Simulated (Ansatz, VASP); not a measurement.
## Two plane-wave programs on B3As2

INCAR

```
SYSTEM = B3As2
PREC     = Accurate       ! precision mode
ENCUT    = 600            ! plane-wave cutoff, eV
EDIFF    = 1E-6           ! SCF threshold, eV
ISMEAR   = 0              ! smearing method
SIGMA    = 0.1            ! smearing width, eV
LREAL    = .False.        ! projectors in reciprocal space
LASPH    = .True.         ! aspherical terms in the spheres
NELM     = 100            ! most SCF steps
ALGO     = Normal         ! electronic algorithm
ISIF     = 3              ! what is computed and relaxed
LWAVE    = .False.        ! write WAVECAR
LCHARG   = .False.        ! write CHGCAR
GGA      = PE             ! functional
IBRION   = 2              ! ionic algorithm
NSW      = 100            ! ionic steps
EDIFFG   = -0.01          ! ionic threshold
```

KPOINTS

```
regular mesh
0
Gamma
  10 10 8
  0 0 0
```

File POSCAR:

```
B3As2
1.0
    3.7883117432      0.0000000000      0.0000000000
    0.0000000000      3.7883117432      0.0000000000
    0.0000000000      0.0000000000      4.4487373354
B As
3 2
Direct
    0.5000000000      0.0000000000      0.0172490288
    0.0000000000      0.5000000000      0.0172490288
    0.0000000000      0.0000000000      0.2307860281
    0.0000000000      0.0000000000      0.7266873253
    0.5000000000      0.5000000000      0.2780285089
```

Input for Ansatz:

```yaml
crystal:
  lattice:
    - [3.7883117432, 0.0, 0.0]
    - [0.0, 3.7883117432, 0.0]
    - [0.0, 0.0, 4.4487373354]
  atoms:
    - { symbol: B, position: [0.5, 0.0, 0.0172490288] }
    - { symbol: B, position: [0.0, 0.5, 0.0172490288] }
    - { symbol: B, position: [0.0, 0.0, 0.2307860281] }
    - { symbol: As, position: [0.0, 0.0, 0.7266873253] }
    - { symbol: As, position: [0.5, 0.5, 0.2780285089] }
basis:
  ecutwfc: 420
kpoints:
  mp_grid: { grid: [10, 10, 8] }
hamiltonian:
  xc: pbe
scf:
  occupations: { method: gaussian, width: 0.1 }
output:
  forces: true
  stress: true
  eigenvalues: true
relax:
  adjacent_minimum: "off"
  f_tol: 0.01
  max_steps: 80
  cell: { stress_tol: 0.05 }
```

Change from the starting cell: species swapped into the Cu3Te2 type (P4mm, No. 99).

Alike in both runs: task relaxation of cell and atoms; functional PBE; k mesh 10 × 10 × 8; occupations gaussian, width 0.1 eV; no spin polarisation.

|  | VASP | Ansatz |
| --- | --- | --- |
| version | VASP 6.6.1 | Ansatz 0.2.0 |
| potentials or method | VASP PAW PBE potentials, release 64 (B, As), cutoff 600 eV | scalar-relativistic, plane waves, PAW |
| valence electrons in the cell | 19 | 39 |

Ansatz gave:

```
gap on the k mesh at the Fermi level, each at its own relaxed structure (eV) : none
relaxed volume (Å³/atom)                                                     : 12.82
relaxed cell length with the largest relative difference (Å)                 : 4.451
```

Problem. Which values does VASP return?

Solution. gap on the k mesh at the Fermi level, each at its own relaxed structure (eV): none; relaxed volume (Å³/atom): 12.86; relaxed cell length with the largest relative difference (Å): 4.458.

A gap of «none» marks a metal or a gap that the smearing closes. VASP's potentials hold 19 valence electrons a cell and Ansatz's 39, so a difference there can come from the potentials and not from the codes.
